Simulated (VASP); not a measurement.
A run of VASP 6.6.1:

File INCAR:

```
PREC = Accurate
ENCUT = 520
EDIFF = 1E-7
ISMEAR = 0
SIGMA = 0.1
LREAL = False
LASPH = True
NELM = 60
ALGO = Normal
ISIF = 2
LWAVE = False
LCHARG = True
GGA = PE
LELF = True
LVHAR = True
NBANDS = 18
```

KPOINTS

```
regular mesh
0
Gamma
  24 24 6
```

The input POSCAR:

```
RuC2
1.0
    2.4892336216      0.0000000000      0.0000000000
   -1.2446168108      2.1557395523      0.0000000000
    0.0000000000      0.0000000000      8.9760913787
Ru C
1 2
Direct
    0.0000000000      0.0000000000      0.0000000000
    0.3333333333      0.6666666667      0.5000000000
    0.6666666667      0.3333333333      0.5000000000
```

Potentials or basis: VASP PAW PBE potentials, release 64 (Ru_pv, C).

Launch:

```console
$ cat potpaw_PBE.64/Ru_pv/POTCAR potpaw_PBE.64/C/POTCAR > POTCAR
$ mpirun -np 1 vasp_std > vasp.out
```

Hardware: 1 thread of Intel Xeon 6975P-C, with other jobs on the host.

How long does it take, and how much memory?

It took 3 min on 1 thread of Intel Xeon 6975P-C, on a shared host, peak memory 0.33 GiB. Counts: scf iterations 17, k points 244.
